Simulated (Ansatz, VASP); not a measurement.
# One calculation of BN, two programs

```
CELL_PARAMETERS angstrom
0.00000 1.91324 1.62625
1.91324 0.00000 1.62625
1.91324 1.91324 0.00000
ATOMIC_POSITIONS crystal
B 0.00000 0.00000 0.00000
N 0.75000 0.75000 0.75000
```

Alike in both runs: task single point; functional PBE; k mesh 12 × 12 × 12; occupations gaussian, width 0.05 eV; no spin polarisation.

|  | VASP | Ansatz |
| --- | --- | --- |
| version | VASP 6.6.1 | Ansatz 0.2.0 |
| potentials or method | VASP PAW PBE potentials, release 64 (B, N), cutoff 520 eV | scalar-relativistic, plane waves, PAW |
| valence electrons in the cell | 8 | 8 |

```tsv
	VASP	Ansatz	Ansatz less VASP
gap on the k mesh at the Fermi level (eV)	2.09	2.10	+0.012
least direct gap on the mesh (eV)	7.43	7.45	+0.011
pressure (GPa)	-0.5	-0.7	-0.22
traceless stress, the component that is largest in VASP (GPa)	52.00	51.98	-0.021
```
